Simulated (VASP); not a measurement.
Input of a VASP 6.6.1 run:

The input INCAR:

```
PREC = Accurate
ENCUT = 520
EDIFF = 1E-6
ISMEAR = 0
SIGMA = 0.2
LREAL = F
LASPH = T
NELM = 80
ALGO = Normal
ISIF = 2
LWAVE = F
LCHARG = F
GGA = PE
NBANDS = 24
```

File KPOINTS:

```
Automatic mesh
0
Gamma
  4 4 4
```

File POSCAR:

```
B3As4
1.0
    6.1746704300      0.0000000000      0.0000000000
   -3.0873352150      5.3474214523      0.0000000000
    0.0000000000      0.0000000000      4.6917099735
B As
3 4
Direct
    0.6666666667      0.3333333333      0.6717777687
    0.6666666667      0.3333333333      0.3282222313
    0.6666666667      0.3333333333      0.0000000000
    0.8537262704      0.1462737296      0.5000000000
    0.8537262704      0.7074525409      0.5000000000
    0.2925474591      0.1462737296      0.5000000000
    0.3333333333      0.6666666667      0.0000000000
```

Potentials or basis: VASP PAW PBE potentials, release 64 (B, As).

Command:

```sh
$ cat potpaw_PBE.64/B/POTCAR potpaw_PBE.64/As/POTCAR > POTCAR
$ mpirun -np 1 vasp_std > vasp.out
```

Predict the pressure.

0.5 GPa.

What does it give for the largest force?

0.040 eV/Å.

Stress tensor (GPa, compression positive):
```
0.61 0.00 0.00
0.00 0.61 0.00
0.00 0.00 0.24
```
